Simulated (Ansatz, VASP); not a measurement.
## LuSeBr in VASP and in Ansatz

```
Lu Se Br
1.0
     4.69342    0.00000    0.00000
    -2.34671    4.06462    0.00000
     0.00000    0.00000    3.91236
Lu Se Br
1 1 1
Direct
  0.66667 0.33333 0.50000
  0.00000 0.00000 0.00000
  0.33333 0.66667 0.50000
```

Change from the starting cell: species swapped into the BaGaSi type (P-6m2, No. 187).

Alike in both runs: functional PBE; k mesh 12 × 12 × 8; occupations gaussian, width 0.1 eV; no spin polarisation.

Ansatz relaxed the structure, and its values are those at the end. VASP's run is a single point on that final structure, the one shown.

```csv
,VASP,Ansatz
version,VASP 6.6.1,Ansatz 0.2.0
potentials or method,"VASP PAW PBE potentials, release 64 (Lu, Se, Br), cutoff 520 eV","scalar-relativistic, plane waves, PAW"
valence electrons in the cell,38,48
```

|  | VASP | Ansatz | Ansatz less VASP |
| --- | --- | --- | --- |
| gap on the k mesh at the Fermi level (eV) | 0.08 | 0.08 | -0.002 |
| least direct gap on the mesh (eV) | 0.08 | 0.08 | -0.002 |
| pressure (GPa) | 0.1 | 0.0 | -0.13 |

The functional is the same, so the differences come from potentials, cutoffs and numerics. VASP's potentials hold 38 valence electrons a cell and Ansatz's 48, so a difference there can come from the potentials and not from the codes.

Neither program's run includes spin-orbit coupling.
